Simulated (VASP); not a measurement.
A run of VASP 6.6.1 is set up as follows.

INCAR

```
PREC = Accurate
ENCUT = 600
EDIFF = 1E-6
ISMEAR = 0
SIGMA = 0.02
LREAL = F
LASPH = T
NELM = 120
ALGO = Normal
ISIF = 2
LWAVE = F
LCHARG = F
GGA = PE
NBANDS = 11
GGA_COMPAT = F
```

KPOINTS

```
regular mesh
0
Gamma
  8 8 8
```

POSCAR

```
MgSe
1.0
    0.0000000000      2.7276312241      2.7276312241
    2.7276312241      0.0000000000      2.7276312241
    2.7276312241      2.7276312241      0.0000000000
Mg Se
1 1
Direct
    0.0000000000      0.0000000000      0.0000000000
    0.5000000000      0.5000000000      0.5000000000
```

Potentials or basis: VASP PAW PBE potentials, release 64 (Mg, Se).

Run with:

```console
$ cat potpaw_PBE.64/Mg/POTCAR potpaw_PBE.64/Se/POTCAR > POTCAR
$ mpirun -np 1 vasp_std > vasp.out
```

What does it give for the band gap on the k mesh?

1.80 eV (least direct gap 2.58 eV).

What does it give for the pressure?

1.7 GPa.

A k mesh can miss the band edges.
